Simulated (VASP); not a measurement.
# As in VASP: notebook

As is run at these levels: LDA; tasks: single point.

All numbers are computed with VASP 6.6.1; they aren't measurements. Logs are shortened: lines on timing, memory, paths and dates and some standing lists are left out, and cuts for length are marked.

**1. The cell of the first run**

It takes space group Fd-3m (No. 227, cubic). Conventional cell: a = 5.749 Å, b = 5.749 Å, c = 5.749 Å, α = 90.00°, β = 90.00°, γ = 90.00°. Within 3.3 Å of As (site symmetry -43m) lie 4 As at 2.49 Å.

This isn't the form of As at room conditions, which is rhombohedral.

**2. Single point, LDA**

Contents of INCAR:

```
SYSTEM = As
  PREC = Accurate
  ENCUT = 520
  EDIFF = 1E-6
  ISMEAR = -1
  SIGMA = 0.05
  LREAL = .False.
  LASPH = .True.
  NELM = 100
  ALGO = Normal
  ISIF = 2
  LWAVE = .False.
  LCHARG = .True.
  GGA = CA
  LELF = .True.
  LVHAR = .True.
  NBANDS = 12
```

Contents of KPOINTS:

```
regular mesh
0
Gamma
  9 9 9
  0 0 0
```

Contents of POSCAR:

```
As
1.0
    0.0000000000      2.8744485395      2.8744485395
    2.8744485395      0.0000000000      2.8744485395
    2.8744485395      2.8744485395      0.0000000000
As
2
Direct
   -0.1250000000     -0.1250000000     -0.1250000000
    0.1250000000      0.1250000000      0.1250000000
```

Potentials or basis: VASP PAW LDA potentials, release 64 (As).

The run is started by

```bash
$ cat potpaw_LDA.64/As/POTCAR > POTCAR
$ mpirun -np 1 vasp_std > vasp.out
```

OUTCAR:

```text
SYSTEM = As
   PREC = Accurate
   ENCUT = 520
   EDIFF = 1E-6
   ISMEAR = -1
   LREAL = .False.
   LASPH = .True.
   NELM = 100
   ISIF = 2
   GGA = CA

 ion  position               nearest neighbor table
   1  0.875  0.875  0.875-   2 2.49   2 2.49   2 2.49   2 2.49
   2  0.125  0.125  0.125-   1 2.49   1 2.49   1 2.49   1 2.49

  LATTYP: Found a face centered cubic cell.
 ALAT       =     5.7488970790

  Lattice vectors:

 A1 = (   0.0000000000,   2.8744485395,   2.8744485395)
 A2 = (   2.8744485395,   0.0000000000,   2.8744485395)
 A3 = (   2.8744485395,   2.8744485395,   0.0000000000)

Analysis of symmetry for initial positions (statically):
=====================================================================
 Subroutine PRICEL returns:
 Original cell was already a primitive cell.

 Routine SETGRP: Setting up the symmetry group for a
 face centered cubic supercell.

 Subroutine GETGRP returns: Found 48 space group operations
 (whereof 12 operations were pure point group operations)
 out of a pool of 48 trial point group operations.

The static configuration has the point symmetry D_3d.
 The point group associated with its full space group is O_h .

Analysis of symmetry for dynamics (positions and initial velocities):
=====================================================================
 Subroutine PRICEL returns:
 Original cell was already a primitive cell.

 Routine SETGRP: Setting up the symmetry group for a
 face centered cubic supercell.

 Subroutine GETGRP returns: Found 48 space group operations
 (whereof 12 operations were pure point group operations)
 out of a pool of 48 trial point group operations.

The dynamic configuration has the point symmetry D_3d.
 The point group associated with its full space group is O_h .

 Subroutine INISYM returns: Found 48 space group operations
 (whereof 12 operations are pure point group operations),
 and found     1 'primitive' translations

----------------------------------------------------------------------------------------

                                     Primitive cell

  volume of cell :      47.5000

  direct lattice vectors                    reciprocal lattice vectors
     0.000000000  2.874448539  2.874448539    -0.173946409  0.173946409  0.173946409
     2.874448539  0.000000000  2.874448539     0.173946409 -0.173946409  0.173946409
     2.874448539  2.874448539  0.000000000     0.173946409  0.173946409 -0.173946409

  length of vectors
     4.065084109  4.065084109  4.065084109     0.301284017  0.301284017  0.301284017

  position of ions in fractional coordinates (direct lattice)
     0.875000000  0.875000000  0.875000000
     0.125000000  0.125000000  0.125000000

  ion indices of the primitive-cell ions
   primitive index   ion index
                 1           1
                 2           2

----------------------------------------------------------------------------------------

 KPOINTS: regular mesh

Automatic generation of k-mesh.
 Grid dimensions read from file:
 generate k-points for:    9    9    9

 Generating k-lattice:

  Cartesian coordinates                     Fractional coordinates (reciprocal lattice)
    -0.019327379  0.019327379  0.019327379     0.111111111  0.000000000  0.000000000
     0.019327379 -0.019327379  0.019327379     0.000000000  0.111111111  0.000000000
     0.019327379  0.019327379 -0.019327379     0.000000000  0.000000000  0.111111111

  Length of vectors
     0.033476002  0.033476002  0.033476002

  Shift w.r.t. Gamma in fractional coordinates (k-lattice)
     0.000000000  0.000000000  0.000000000

 Subroutine IBZKPT returns following result:
 ===========================================

 Found     35 irreducible k-points:

 Following reciprocal coordinates:
            Coordinates               Weight
  0.000000  0.000000  0.000000      1.000000
  0.111111  0.000000  0.000000      8.000000
  0.222222  0.000000  0.000000      8.000000
  0.333333  0.000000  0.000000      8.000000
  0.444444  0.000000  0.000000      8.000000
  0.111111  0.111111  0.000000      6.000000
[... 16 lines left out ...]
 -0.333333  0.333333  0.000000     12.000000
  0.444444  0.444444  0.000000      6.000000
 [... further k-points ...]
   k-points           NKPTS =     35   k-points in BZ     NKDIM =     35   number of bands    NBANDS=     12
   number of dos      NEDOS =    301   number of ions     NIONS =      2
   total plane-waves  NPLWV =  27000
   dimension x,y,z NGX =    30 NGY =   30 NGZ =   30
   dimension x,y,z NGXF=    60 NGYF=   60 NGZF=   60
   ions per type =               2
   NGX,Y,Z   is equivalent  to a cutoff of  12.27, 12.27, 12.27 a.u.
   NGXF,Y,Z  is equivalent  to a cutoff of  24.54, 24.54, 24.54 a.u.
 SYSTEM =  As
   PREC   = accura    normal or accurate (medium, high low for compatibility)
   ISTART =      0    job   : 0-new  1-cont  2-samecut
   ICHARG =      2    charge: 1-file 2-atom 10-const
   ISPIN  =      1    spin polarized calculation?
   LNONCOLLINEAR =      F non collinear calculations
   LSORBIT =      F    spin-orbit coupling
   LASPH  =      T    aspherical Exc in radial PAW
   ENCUT  =  520.0 eV  38.22 Ry    6.18 a.u.   7.56  7.56  7.56*2*pi/ulx,y,z
   NELM   =    100;   NELMIN=  2; NELMDL= -5     # of ELM steps
   EDIFF  = 0.1E-05   stopping-criterion for ELM
   LREAL  =      F    real-space projection
   EDIFFG = 0.1E-04   stopping-criterion for IOM
   NSW    =      0    number of steps for IOM
   IBRION =     -1    ionic relax: 0-MD 1-quasi-New 2-CG
   NFREE  =      0    steps in history (QN), initial steepest desc. (CG)
   ISIF   =      2    stress and relaxation
   ISYM   =      2    0-nonsym 1-usesym 2-fastsym
   POTIM  = 0.5000    time-step for ionic-motion
   TEBEG  =    0.0;   TEEND  =   0.0 temperature during run
   PSTRESS=    0.0 pullay stress
   NELECT =      10.0000    total number of electrons
   NUPDOWN=      -1.0000    fix difference up-down
   EMIN   =  10.00;   EMAX   =-10.00  energy-range for DOS
   EFERMI =   0.00;   METHOD = LEGACY
   ISMEAR =    -1;   SIGMA  =   0.05  broadening in eV -4-tet -1-fermi 0-gaus
   EFERMI_NEDOS =   21; number of points for ismear=-14 and -15
   IALGO  =     38    algorithm
   IMIX   =      4    mixing-type and parameters
     AMIX     =   0.40;   BMIX     =  1.00
     AMIX_MAG =   1.60;   BMIX_MAG =  1.00
  volume/ion in A,a.u.               =      23.75       160.27
  Fermi-wavevector in a.u.,A,eV,Ry     =   0.973891  1.840387 12.904628  0.948463
  Thomas-Fermi vector in A             =   2.104307
   LORBIT       =      0    0 simple, 1 ext, 2 COOP (PROOUT), +10 PAW based schemes
   GGA     = CA    functional components
   LHFCALC =     F    Hartree Fock is set to
   AEXX    =    0.0000 exact exchange contribution
   IVDW    =     0    specifies the selected vdW correction
   LEPSILON=     F    determine dielectric tensor
   LRPA    =     F    only Hartree local field effects (RPA)
 non-spin polarized calculation
  energy-cutoff  :      520.00
  volume of cell :       47.50
 maximum number of plane-waves:      1299
   NGX = 15   NGY = 15   NGZ = 15

 number of electron      10.0000001 magnetization

 Free energy of the ion-electron system (eV)
  ---------------------------------------------------
  ext. energy  EPLUGINS =         0.00000000
  ---------------------------------------------------
  free energy    TOTEN  =        -9.82582414 eV

  energy without entropy =       -9.80588662  energy(sigma->0) =       -9.81585538

 E-fermi :   4.4867     XC(G=0):  -9.5905

 val. band max:        4.4694005802   @ k =   0.4444   0.3333   0.0000
 cond. band min:       4.5669909218   @ k =   0.3333   0.2222   0.0000
 fundamental gap:      0.0975903416
 Fermi energy:         4.4867129684

 k-point     1 :       0.0000    0.0000    0.0000
  band No.  band energies     occupation
      1     -10.5053      2.00000
      2      -0.4742      2.00000
      3       2.0681      2.00000
      4       2.0681      2.00000
      5       2.0681      2.00000
      6       5.0329      0.00004
      7       5.0329      0.00004
      8       5.0329      0.00004
      9       9.3989      0.00000
     10      12.5548      0.00000
     11      12.5548      0.00000
     12      14.3901      0.00000

 k-point     2 :       0.1111    0.0000    0.0000
  band No.  band energies     occupation
      1     -10.3755      2.00000
      2      -1.3433      2.00000
      3       1.8694      2.00000
      4       1.8694      2.00000
      5       2.3332      2.00000
      6       5.3189      0.00000
      7       5.3189      0.00000
      8       5.4041      0.00000
      9      10.0333      0.00000
     10      11.9920      0.00000
     11      11.9920      0.00000
     12      13.8494      0.00000

 k-point     3 :       0.2222    0.0000    0.0000
  band No.  band energies     occupation
      1      -9.9999      2.00000
      2      -2.8914      2.00000
      3       1.4807      2.00000
      4       1.4807      2.00000
      5       2.2602      2.00000
      6       5.8703      0.00000
      7       5.8703      0.00000
      8       6.6870      0.00000
      9      11.1063      0.00000
     10      11.6076      0.00000
     11      11.6076      0.00000
     12      13.5949      0.00000
[... 286 lines left out ...]
 k-point    23 :      -0.3333    0.3333    0.0000
  band No.  band energies     occupation
      1      -8.0228      2.00000
      2      -6.2249      2.00000
      3      -1.3647      2.00000
      4       0.2462      2.00000
      5       3.8629      1.99999
      6       7.3540      0.00000
      7       8.2124      0.00000
      8       8.3880      0.00000
      9       9.9419      0.00000
     10      12.1127      0.00000
     11      15.0450      0.00000
     12      16.9092      0.00000

 k-point    24 :       0.4444    0.4444    0.0000
  band No.  band energies     occupation
      1      -7.8430      2.00000
      2      -6.4646      2.00000
      3      -0.3228      2.00000
      4      -0.3228      2.00000
      5       3.4295      2.00000
      6       3.7823      2.00000
      7      10.3188      0.00000
      8      10.3188      0.00000
      9      11.9612      0.00000
     10      13.7348      0.00000
     11      15.6919      0.00000
     12      15.6920      0.00000

 [... further k-points ...]
[... 5 lines left out ...]
  --------------------------------------------------------------------------------------
  -------------------------------------------------------------------------------------
  Total        2.2517711      2.2517711      2.2517711     -0.0000000      0.0000000     -0.0000000
  in kB       75.9523489     75.9523489     75.9523489     -0.0000000      0.0000000     -0.0000000
  external PRESSURE =      75.9523489 kB  Pullay stress =       0.0000000 kB

 VOLUME and BASIS-vectors are now :
 -----------------------------------------------------------------------------
  energy-cutoff  :      520.00
  volume of cell :       47.50
      direct lattice vectors                 reciprocal lattice vectors
     0.000000000  2.874448539  2.874448539    -0.173946409  0.173946409  0.173946409
     2.874448539  0.000000000  2.874448539     0.173946409 -0.173946409  0.173946409
     2.874448539  2.874448539  0.000000000     0.173946409  0.173946409 -0.173946409

 POSITION                                       TOTAL-FORCE (eV/Angst)
 -----------------------------------------------------------------------------------
      5.03028      5.03028      5.03028        -0.000000     -0.000000     -0.000000
      0.71861      0.71861      0.71861         0.000000      0.000000      0.000000
 -----------------------------------------------------------------------------------
    total drift:                               -0.000000      0.000000      0.000000

  FREE ENERGIE OF THE ION-ELECTRON SYSTEM (eV)
  ---------------------------------------------------
  free  energy   TOTEN  =        -9.8258241436 eV

  energy  without entropy=       -9.8058866248  energy(sigma->0) =       -9.81585538
```

Run time: 14 s. Hardware: 1 thread of Intel Xeon Platinum 8259CL at 2.50GHz (Skylake/Cascade Lake), shared host; peak memory 0.15 GiB.

Results:

| Quantity | Value |
| --- | --- |
| Free energy | -9.8258 eV |
| Pressure | 7.6 GPa |
| Band gap on the k mesh | zero (bands 5 and 6 overlap by 1.72 eV) |

Caveat: the cell stands under pressure.

[end of part 1 of 2]

The gap in the log of VASP goes by the Fermi energy; the results here count the filled bands.